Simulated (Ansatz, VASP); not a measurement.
One calculation of Ga3AsN2, two programs

The input INCAR:

```
SYSTEM = Ga3AsN2
PREC = Accurate
ENCUT = 520
EDIFF = 1E-6
ISMEAR = -1
SIGMA = 0.02
LREAL = .FALSE.
LASPH = .TRUE.
NELM = 60
ALGO = Normal
ISIF = 2
LWAVE = .FALSE.
LCHARG = .TRUE.
GGA = PE
LELF = .TRUE.
LVHAR = .TRUE.
NBANDS = 36
```

Contents of KPOINTS:

```
regular mesh
0
G
  9 9 4
  0 0 0
```

The input POSCAR:

```
Ga3AsN2
1.0
    3.4326178881      0.0000000000      0.0000000000
   -1.7163089441      2.9727342926      0.0000000000
    0.0000000000      0.0000000000      8.7053278391
N As Ga
2 1 3
Direct
    0.0000000000      0.0000000000      0.0203313791
    0.3333333333      0.6666666667      0.3112960113
    0.6666666667      0.3333333333      0.6592585211
    0.3333333333      0.6666666667      0.0859687479
    0.6666666667      0.3333333333      0.3754390578
    0.0000000000      0.0000000000      0.7977062828
```

Input for Ansatz:

```yaml
crystal:
  lattice:
    - [3.4326178881, 0.0, 0.0]
    - [-1.7163089441, 2.9727342926, 0.0]
    - [0.0, 0.0, 8.7053278391]
  atoms:
    - { symbol: "N", position: [0.0, 0.0, 0.0203313791] }
    - { symbol: "N", position: [0.3333333333, 0.6666666667, 0.3112960113] }
    - { symbol: As, position: [0.6666666667, 0.3333333333, 0.6592585211] }
    - { symbol: Ga, position: [0.3333333333, 0.6666666667, 0.0859687479] }
    - { symbol: Ga, position: [0.6666666667, 0.3333333333, 0.3754390578] }
    - { symbol: Ga, position: [0.0, 0.0, 0.7977062828] }
kpoints:
  mp_grid: { grid: [9, 9, 4] }
hamiltonian:
  xc: pbe
scf:
  occupations: { method: fermi_dirac, width: 0.02 }
  n_extra_bands: 5
output:
  forces: true
  stress: true
  eigenvalues: true
```

Alike in both runs: task single point; functional PBE; k mesh 9 × 9 × 4; occupations fermi-dirac, width 0.02 eV; no spin polarisation.

```csv
,VASP,Ansatz
version,VASP 6.6.1,Ansatz 0.2.0
potentials or method,"VASP PAW PBE potentials, release 64 (N, As, Ga_d)","plane waves, PAW"
plane-wave cutoff (eV),520,420
valence electrons in the cell,54,64
```

VASP gave:

- pressure (GPa): 3.9
- traceless stress, the component that is largest in VASP (GPa): 0.56
- rms of the force components (eV/Å): 0.074

Q: What did Ansatz give for the same quantities?

A: Pressure (GPa): 3.7; traceless stress, the component that is largest in VASP (GPa): 0.59; rms of the force components (eV/Å): 0.071.

Atom by atom the forces differ by 0.007 eV/Å (rms over components). VASP's potentials hold 54 valence electrons a cell and Ansatz's 64, so a difference there can come from the potentials and not from the codes.
